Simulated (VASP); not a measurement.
# BeTe (F-43m) in VASP: further runs

BeTe is run at these levels: PBE; tasks: single point, relaxation of cell and atoms.

Everything below comes from runs of VASP 6.6.1. Logs are shortened: lines on timing, memory, paths and dates and some standing lists are left out, and cuts for length are marked.

## (1) The cell of the first run

Symmetry: F-43m, No. 216, cubic system. Conventional cell: a = 5.522 Å, b = 5.522 Å, c = 5.522 Å, α = 90.00°, β = 90.00°, γ = 90.00°. Within 3.2 Å of Be (site symmetry -43m) lie 4 Te at 2.39 Å. Within 3.2 Å of Te (site symmetry -43m) lie 4 Be at 2.39 Å.

## (2) Single point, PBE

The input, INCAR:

```
SYSTEM = BeTe
PREC     = Accurate       ! precision mode
ENCUT    = 520            ! plane-wave cutoff, eV
EDIFF    = 1E-6           ! SCF threshold, eV
ISMEAR   = -1             ! smearing method
SIGMA    = 0.1            ! smearing width, eV
LREAL    = .FALSE.        ! projectors in reciprocal space
LASPH    = .TRUE.         ! aspherical terms in the spheres
NELM     = 100            ! most SCF steps
ALGO     = Normal         ! electronic algorithm
ISIF     = 2              ! what is computed and relaxed
LWAVE    = .FALSE.        ! write WAVECAR
LCHARG   = .TRUE.         ! write CHGCAR
GGA      = PE             ! functional
LELF     = .TRUE.         ! ELF
LVHAR    = .TRUE.       
NBANDS   = 11             ! bands
```

The input, KPOINTS:

```
regular mesh
0
G
  8 8 8
  0 0 0
```

The input, POSCAR:

```
BeTe
1.0
    0.0000000000      2.7611912604      2.7611912604
    2.7611912604      0.0000000000      2.7611912604
    2.7611912604      2.7611912604      0.0000000000
Be Te
1 1
Direct
    0.0000000000      0.0000000000      0.0000000000
    0.2500000000      0.2500000000      0.2500000000
```

Potentials or basis: VASP PAW PBE potentials, release 64 (Be, Te).

Run with:

```
cat potpaw_PBE.64/Be/POTCAR potpaw_PBE.64/Te/POTCAR > POTCAR
mpirun -np 1 vasp_std > vasp.out
```

OUTCAR:

```text
SYSTEM = BeTe
   PREC = Accurate
   ENCUT = 520
   EDIFF = 1E-6
   ISMEAR = -1
   LREAL = .FALSE.
   LASPH = .TRUE.
   NELM = 100
   ISIF = 2
   GGA = PE

 ion  position               nearest neighbor table
   1  0.000  0.000  0.000-   2 2.39   2 2.39   2 2.39   2 2.39
   2  0.250  0.250  0.250-   1 2.39   1 2.39   1 2.39   1 2.39

  LATTYP: Found a face centered cubic cell.
 ALAT       =     5.5223825208

  Lattice vectors:

 A1 = (   0.0000000000,   2.7611912604,   2.7611912604)
 A2 = (   2.7611912604,   0.0000000000,   2.7611912604)
 A3 = (   2.7611912604,   2.7611912604,   0.0000000000)

Analysis of symmetry for initial positions (statically):
=====================================================================
 Subroutine PRICEL returns:
 Original cell was already a primitive cell.

 Routine SETGRP: Setting up the symmetry group for a
 face centered cubic supercell.

 Subroutine GETGRP returns: Found 24 space group operations
 (whereof 24 operations were pure point group operations)
 out of a pool of 48 trial point group operations.

The static configuration has the point symmetry T_d .

Analysis of symmetry for dynamics (positions and initial velocities):
=====================================================================
 Subroutine PRICEL returns:
 Original cell was already a primitive cell.

 Routine SETGRP: Setting up the symmetry group for a
 face centered cubic supercell.

 Subroutine GETGRP returns: Found 24 space group operations
 (whereof 24 operations were pure point group operations)
 out of a pool of 48 trial point group operations.

The dynamic configuration has the point symmetry T_d .

 Subroutine INISYM returns: Found 24 space group operations
 (whereof 24 operations are pure point group operations),
 and found     1 'primitive' translations

----------------------------------------------------------------------------------------

                                     Primitive cell

  volume of cell :      42.1036

  direct lattice vectors                    reciprocal lattice vectors
     0.000000000  2.761191260  2.761191260    -0.181081263  0.181081263  0.181081263
     2.761191260  0.000000000  2.761191260     0.181081263 -0.181081263  0.181081263
     2.761191260  2.761191260  0.000000000     0.181081263  0.181081263 -0.181081263

  length of vectors
     3.904914129  3.904914129  3.904914129     0.313641947  0.313641947  0.313641947

  position of ions in fractional coordinates (direct lattice)
     0.000000000  0.000000000  0.000000000
     0.250000000  0.250000000  0.250000000

  ion indices of the primitive-cell ions
   primitive index   ion index
                 1           1
                 2           2

----------------------------------------------------------------------------------------

 KPOINTS: regular mesh

Automatic generation of k-mesh.
 Grid dimensions read from file:
 generate k-points for:    8    8    8

 Generating k-lattice:

  Cartesian coordinates                     Fractional coordinates (reciprocal lattice)
    -0.022635158  0.022635158  0.022635158     0.125000000  0.000000000  0.000000000
     0.022635158 -0.022635158  0.022635158     0.000000000  0.125000000  0.000000000
     0.022635158  0.022635158 -0.022635158     0.000000000  0.000000000  0.125000000

  Length of vectors
     0.039205243  0.039205243  0.039205243

  Shift w.r.t. Gamma in fractional coordinates (k-lattice)
     0.000000000  0.000000000  0.000000000

 Subroutine IBZKPT returns following result:
 ===========================================

 Found     29 irreducible k-points:

 Following reciprocal coordinates:
            Coordinates               Weight
  0.000000  0.000000  0.000000      1.000000
  0.125000  0.000000  0.000000      8.000000
  0.250000  0.000000  0.000000      8.000000
  0.375000  0.000000  0.000000      8.000000
  0.500000  0.000000  0.000000      4.000000
  0.125000  0.125000  0.000000      6.000000
[... 16 lines left out ...]
  0.500000  0.250000  0.125000     48.000000
 -0.375000  0.250000  0.125000     24.000000
 [... further k-points ...]
   k-points           NKPTS =     29   k-points in BZ     NKDIM =     29   number of bands    NBANDS=     11
   number of dos      NEDOS =    301   number of ions     NIONS =      2
   total plane-waves  NPLWV =  27000
   dimension x,y,z NGX =    30 NGY =   30 NGZ =   30
   dimension x,y,z NGXF=    60 NGYF=   60 NGZF=   60
   ions per type =               1   1
   NGX,Y,Z   is equivalent  to a cutoff of  12.77, 12.77, 12.77 a.u.
   NGXF,Y,Z  is equivalent  to a cutoff of  25.54, 25.54, 25.54 a.u.
 SYSTEM =  BeTe
   PREC   = accura    normal or accurate (medium, high low for compatibility)
   ISTART =      0    job   : 0-new  1-cont  2-samecut
   ICHARG =      2    charge: 1-file 2-atom 10-const
   ISPIN  =      1    spin polarized calculation?
   LNONCOLLINEAR =      F non collinear calculations
   LSORBIT =      F    spin-orbit coupling
   LASPH  =      T    aspherical Exc in radial PAW
   ENCUT  =  520.0 eV  38.22 Ry    6.18 a.u.   7.26  7.26  7.26*2*pi/ulx,y,z
   NELM   =    100;   NELMIN=  2; NELMDL= -5     # of ELM steps
   EDIFF  = 0.1E-05   stopping-criterion for ELM
   LREAL  =      F    real-space projection
   EDIFFG = 0.1E-04   stopping-criterion for IOM
   NSW    =      0    number of steps for IOM
   IBRION =     -1    ionic relax: 0-MD 1-quasi-New 2-CG
   NFREE  =      0    steps in history (QN), initial steepest desc. (CG)
   ISIF   =      2    stress and relaxation
   ISYM   =      2    0-nonsym 1-usesym 2-fastsym
   POTIM  = 0.5000    time-step for ionic-motion
   TEBEG  =    0.0;   TEEND  =   0.0 temperature during run
   PSTRESS=    0.0 pullay stress
   NELECT =       8.0000    total number of electrons
   NUPDOWN=      -1.0000    fix difference up-down
   EMIN   =  10.00;   EMAX   =-10.00  energy-range for DOS
   EFERMI =   0.00;   METHOD = LEGACY
   ISMEAR =    -1;   SIGMA  =   0.10  broadening in eV -4-tet -1-fermi 0-gaus
   EFERMI_NEDOS =   21; number of points for ismear=-14 and -15
   IALGO  =     38    algorithm
   IMIX   =      4    mixing-type and parameters
     AMIX     =   0.40;   BMIX     =  1.00
     AMIX_MAG =   1.60;   BMIX_MAG =  1.00
  volume/ion in A,a.u.               =      21.05       142.06
  Fermi-wavevector in a.u.,A,eV,Ry     =   0.941163  1.778541 12.051883  0.885788
  Thomas-Fermi vector in A             =   2.068647
   LORBIT       =      0    0 simple, 1 ext, 2 COOP (PROOUT), +10 PAW based schemes
   GGA     = PE    functional components
   LHFCALC =     F    Hartree Fock is set to
   AEXX    =    0.0000 exact exchange contribution
   IVDW    =     0    specifies the selected vdW correction
   LEPSILON=     F    determine dielectric tensor
   LRPA    =     F    only Hartree local field effects (RPA)
 non-spin polarized calculation
  energy-cutoff  :      520.00
  volume of cell :       42.10
 maximum number of plane-waves:      1158
 NGX is ok and might be reduce to    30
   NGX = 15   NGY = 15   NGZ = 15

 number of electron       8.0000000 magnetization

 Free energy of the ion-electron system (eV)
  ---------------------------------------------------
  ext. energy  EPLUGINS =         0.00000000
  ---------------------------------------------------
  free energy    TOTEN  =        -7.57263246 eV

  energy without entropy =       -7.57262811  energy(sigma->0) =       -7.57263029

 E-fermi :   6.6933     XC(G=0):  -9.2969

 val. band max:        5.7773862295   @ k =   0.0000   0.0000   0.0000
 cond. band min:       7.5980291998   @ k =   0.5000   0.5000   0.0000
 fundamental gap:      1.8206429703
 Fermi energy:         6.6933116209

 k-point     1 :       0.0000    0.0000    0.0000
  band No.  band energies     occupation
      1      -6.9256      2.00000
      2       5.7774      1.99979
      3       5.7774      1.99979
      4       5.7774      1.99979
      5       9.3320      0.00000
      6       9.3320      0.00000
      7       9.3320      0.00000
      8      10.0407      0.00000
      9      14.1749      0.00000
     10      16.1451      0.00000
     11      16.1451      0.00000

 k-point     2 :       0.1250    0.0000    0.0000
  band No.  band energies     occupation
      1      -6.7648      2.00000
      2       4.3835      2.00000
      3       5.5146      1.99998
      4       5.5146      1.99998
      5       9.4033      0.00000
      6       9.7065      0.00000
      7       9.7065      0.00000
      8      11.2507      0.00000
      9      14.5954      0.00000
     10      15.1368      0.00000
     11      15.1368      0.00000

 k-point     3 :       0.2500    0.0000    0.0000
  band No.  band energies     occupation
      1      -6.3179      2.00000
      2       2.2488      2.00000
      3       5.0347      2.00000
      4       5.0347      2.00000
      5       9.2242      0.00000
      6      10.2642      0.00000
      7      10.2642      0.00000
      8      13.1075      0.00000
      9      14.8588      0.00000
     10      14.8588      0.00000
     11      14.9380      0.00000

 k-point     4 :       0.3750    0.0000    0.0000
  band No.  band energies     occupation
      1      -5.7378      2.00000
      2       0.5435      2.00000
      3       4.6710      2.00000
      4       4.6710      2.00000
      5       9.0692      0.00000
      6      10.3791      0.00000
      7      10.3791      0.00000
      8      13.6466      0.00000
      9      15.8745      0.00000
     10      15.9831      0.00000
     11      15.9831      0.00000
[... 239 lines left out ...]
 k-point    22 :       0.3750    0.2500    0.1250
  band No.  band energies     occupation
      1      -5.9457      2.00000
      2       2.0081      2.00000
      3       3.3250      2.00000
      4       4.4379      2.00000
      5       9.3341      0.00000
      6      10.8264      0.00000
      7      11.1314      0.00000
      8      12.2146      0.00000
      9      15.0526      0.00000
     10      16.5748      0.00000
     11      17.1825      0.00000

 k-point    23 :       0.5000    0.2500    0.1250
  band No.  band energies     occupation
      1      -5.4261      2.00000
      2       0.8523      2.00000
      3       2.7690      2.00000
      4       3.9377      2.00000
      5       9.8088      0.00000
      6      10.5287      0.00000
      7      11.7997      0.00000
      8      12.8567      0.00000
      9      15.7914      0.00000
     10      16.3732      0.00000
     11      18.2719      0.00000

 k-point    24 :      -0.3750    0.2500    0.1250
  band No.  band energies     occupation
      1      -5.1577      2.00000
      2       0.3009      2.00000
      3       2.6634      2.00000
      4       3.6929      2.00000
      5       9.9559      0.00000
      6      10.2328      0.00000
      7      12.6303      0.00000
      8      13.7216      0.00000
      9      14.3909      0.00000
     10      17.5098      0.00000
     11      17.9090      0.00000

 [... further k-points ...]

------------------------ aborting loop because EDIFF is reached ----------------------------------------

  FORCE on cell =-STRESS in cart. coord.  units (eV):
  Direction    XX          YY          ZZ          XY          YZ          ZX
  --------------------------------------------------------------------------------------
  -------------------------------------------------------------------------------------
  Total        1.3611265      1.3611265      1.3611265      0.0000000      0.0000000     -0.0000000
  in kB       51.7952123     51.7952123     51.7952123      0.0000000      0.0000000     -0.0000000
  external PRESSURE =      51.7952123 kB  Pullay stress =       0.0000000 kB

 VOLUME and BASIS-vectors are now :
 -----------------------------------------------------------------------------
  energy-cutoff  :      520.00
  volume of cell :       42.10
      direct lattice vectors                 reciprocal lattice vectors
     0.000000000  2.761191260  2.761191260    -0.181081263  0.181081263  0.181081263
     2.761191260  0.000000000  2.761191260     0.181081263 -0.181081263  0.181081263
     2.761191260  2.761191260  0.000000000     0.181081263  0.181081263 -0.181081263

 POSITION                                       TOTAL-FORCE (eV/Angst)
 -----------------------------------------------------------------------------------
      0.00000      0.00000      0.00000         0.000000      0.000000      0.000000
      1.38060      1.38060      1.38060        -0.000000     -0.000000     -0.000000
 -----------------------------------------------------------------------------------
    total drift:                                0.000000      0.000000      0.000000

  FREE ENERGIE OF THE ION-ELECTRON SYSTEM (eV)
  ---------------------------------------------------
  free  energy   TOTEN  =        -7.5726324607 eV

  energy  without entropy=       -7.5726281128  energy(sigma->0) =       -7.57263029
```

Run time: 9.8 s. Hardware: 1 thread of Intel Xeon 6975P-C (Granite Rapids), shared host; peak memory 0.17 GiB.

What came out:

- Free energy: -7.5726 eV
- Pressure: 5.2 GPa
- Band gap on the k mesh: 1.82 eV, indirect (least direct gap 3.55 eV)

Caveat: spin-orbit coupling is left out, which moves the levels of the heavy elements. PBE gaps usually lie below the measured ones, often by a third to a half.

## (3) Relaxation of cell and atoms, PBE, target pressure 5 GPa, at which the enthalpy is minimised

This run uses another cell than the first one, of 22.29 Å³/atom, 1.059 times its volume.

The input, INCAR:

```
SYSTEM = BeTe
PREC = Accurate
ENCUT = 600
EDIFF = 1E-6
ISMEAR = -1
SIGMA = 0.1
LREAL = .FALSE.
LASPH = .TRUE.
NELM = 100
ALGO = Normal
ISIF = 3
LWAVE = .FALSE.
LCHARG = .FALSE.
GGA = PE
IBRION = 2
NSW = 100
EDIFFG = -0.03
PSTRESS = 50.0
```

The input, KPOINTS:

```
Automatic mesh
0
G
  8 8 8
  0 0 0
```

The input, POSCAR:

```
BeTe
1.0
    0.0000000000      2.8141050000      2.8141050000
    2.8141050000      0.0000000000      2.8141050000
    2.8141050000      2.8141050000      0.0000000000
Be Te
1 1
Direct
    0.0000000000      0.0000000000      0.0000000000
    0.2500000000      0.2500000000      0.2500000000
```

Potentials or basis: VASP PAW PBE potentials, release 64 (Be, Te).

Run with:

```
cat potpaw_PBE.64/Be/POTCAR potpaw_PBE.64/Te/POTCAR > POTCAR
mpirun -np 1 vasp_std > vasp.out
```

OUTCAR:

```text
SYSTEM = BeTe
   PREC = Accurate
   ENCUT = 600
   EDIFF = 1E-6
   ISMEAR = -1
   LREAL = .FALSE.
   LASPH = .TRUE.
   NELM = 100
   ISIF = 3
   GGA = PE
   IBRION = 2
   NSW = 100
   EDIFFG = -0.03
   PSTRESS = 50.0

 ion  position               nearest neighbor table
   1  0.000  0.000  0.000-   2 2.44   2 2.44   2 2.44   2 2.44
   2  0.250  0.250  0.250-   1 2.44   1 2.44   1 2.44   1 2.44

  LATTYP: Found a face centered cubic cell.
 ALAT       =     5.6282100000

  Lattice vectors:

 A1 = (   0.0000000000,   2.8141050000,   2.8141050000)
 A2 = (   2.8141050000,   0.0000000000,   2.8141050000)
 A3 = (   2.8141050000,   2.8141050000,   0.0000000000)

Analysis of symmetry for initial positions (statically):
=====================================================================
 Subroutine PRICEL returns:
[... 260 lines left out ...]
 cond. band min:       7.5795947474   @ k =   0.5000   0.5000   0.0000
 fundamental gap:      1.8274892779
 Fermi energy:         6.6714605367

 k-point     1 :       0.0000    0.0000    0.0000
  band No.  band energies     occupation
      1      -6.9356      2.00000
      2       5.7521      1.99980
      3       5.7521      1.99980
      4       5.7521      1.99980
      5       9.3089      0.00000
      6       9.3089      0.00000
      7       9.3089      0.00000
      8       9.9998      0.00000
[... 243 lines left out ...]
 k-point    24 :      -0.3750    0.2500    0.1250
  band No.  band energies     occupation
      1      -5.1748      2.00000
      2       0.2891      2.00000
      3       2.6462      2.00000
      4       3.6744      2.00000
      5       9.9326      0.00000
      6      10.2053      0.00000
      7      12.5983      0.00000
      8      13.6898      0.00000

 [... further k-points ...]

------------------------ aborting loop because EDIFF is reached ----------------------------------------

  FORCE on cell =-STRESS in cart. coord.  units (eV):
  Direction    XX          YY          ZZ          XY          YZ          ZX
  --------------------------------------------------------------------------------------
  -------------------------------------------------------------------------------------
  Total        1.3220929      1.3220929      1.3220929      0.0000000      0.0000000      0.0000000
  in kB       50.2025813     50.2025813     50.2025813      0.0000000      0.0000000      0.0000000
  external PRESSURE =       0.2025813 kB  Pullay stress =      50.0000000 kB
[... 21 lines left out ...]
  energy  without entropy=       -7.5756131265  energy(sigma->0) =       -7.57561524

  enthalpy is  TOTEN    =        -6.2588594309 eV   P V=        1.3167579277

 reached required accuracy - stopping structural energy minimisation
```

OSZICAR:

```text
N       E                     dE             d eps       ncg     rms          rms(c)
DAV:   1     0.244472884111E+02    0.24447E+02   -0.36575E+03   464   0.905E+02
DAV:   2    -0.690984220961E+01   -0.31357E+02   -0.30152E+02   664   0.107E+02
DAV:   3    -0.775066917800E+01   -0.84083E+00   -0.84083E+00   568   0.235E+01
[... 23 lines left out ...]
DAV:   2    -0.757753316763E+01    0.70947E-02   -0.15252E-02   496   0.734E-01    0.241E-01
DAV:   3    -0.757573386963E+01    0.17993E-02   -0.75679E-03   536   0.441E-01    0.118E-01
DAV:   4    -0.757566619397E+01    0.67676E-04   -0.17063E-04   520   0.101E-01    0.941E-02
DAV:   5    -0.757561654631E+01    0.49648E-04   -0.97654E-05   592   0.571E-02    0.166E-02
DAV:   6    -0.757561735865E+01   -0.81234E-06   -0.43327E-06   488   0.131E-02
   3 F= -.62588594E+01 E0= -.62588573E+01  d E =-.289752E-01
```

CONTCAR:

```text
BeTe
   1.00000000000000
     0.0000000000000000    2.7631566578968338    2.7631566578968338
     2.7631566578968338    0.0000000000000000    2.7631566578968338
     2.7631566578968338    2.7631566578968338    0.0000000000000000
  Be              Te
     1     1
Direct
     0.0000000000000000    0.0000000000000000    0.0000000000000000
     0.2500000000000000    0.2500000000000000    0.2500000000000000

  0.00000000E+00  0.00000000E+00  0.00000000E+00
  0.00000000E+00  0.00000000E+00  0.00000000E+00
```

Run time: 18 s. Hardware: 1 thread of Intel Xeon 6975P-C (Granite Rapids), shared host; peak memory 0.18 GiB.

Results:

```yaml
Free_energy: -7.5756 eV
Relaxed_volume: 21.10 Å³/atom
Relaxed_cell: a = 3.908 Å, b = 3.908 Å, c = 3.908 Å, α = 60.00°, β = 60.00°, γ = 60.00°
Space_group_after_relaxing_to_0.05_Å: F-43m (No. 216)
Energy_change_on_relaxing_the_enthalpy_is_what_falls: +22.6 meV/atom
Ionic_steps: 3
Pressure_after_relaxing: 5.0 GPa
Band_gap_on_the_k_mesh: 1.83 eV, indirect (least direct gap 3.56 eV)
```

The path:
```csv
step,energy change (eV),largest force (eV/Å),pressure (GPa),volume (Å³)
1,0.0000,0.0000,1.26,44.57
2,0.0779,0.0000,6.70,41.30
3,0.0452,0.0000,5.02,42.19
```

Final structure:
```yaml
crystal:
  lattice:
    - [0.00000, 2.76316, 2.76316]
    - [2.76316, 0.00000, 2.76316]
    - [2.76316, 2.76316, 0.00000]
  atoms:
    - { symbol: Be, position: [0.00000, 0.00000, 0.00000] }
    - { symbol: Te, position: [0.25000, 0.25000, 0.25000] }
```

Caveat: the cell is relaxed towards a set pressure, so the enthalpy falls and the energy may rise; spin-orbit coupling is left out, which moves the levels of the heavy elements. A k mesh can miss the band edges.
